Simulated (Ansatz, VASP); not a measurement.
## Two plane-wave programs on Tl

```
Tl
1.0
     0.00000    2.38217    2.38217
     2.55789   -0.14307    2.52524
     2.56771    2.53505   -0.15289
Tl
1
Direct
  0.00000 0.00000 0.00000
```

Alike in both runs: task single point; functional PBE; k mesh 14 × 14 × 14; occupations gaussian, width 0.1 eV; no spin polarisation.

|  | VASP | Ansatz |
| --- | --- | --- |
| version | VASP 6.6.1 | Ansatz 0.2.0 |
| potentials or method | VASP PAW PBE potentials, release 64 (Tl_d), cutoff 520 eV | scalar-relativistic, plane waves, PAW |
| valence electrons in the cell | 13 | 13 |

VASP gave:

- gap on the k mesh at the Fermi level (eV): none
- pressure (GPa): -1.0
- traceless stress, the component that is largest in VASP (GPa): 0.91

Task: What did Ansatz give for the same quantities?

Result: gap on the k mesh at the Fermi level (eV): none; pressure (GPa): -0.9; traceless stress, the component that is largest in VASP (GPa): 0.91.

A gap of «none» marks a metal or a gap that the smearing closes.

Spin-orbit coupling is off throughout.
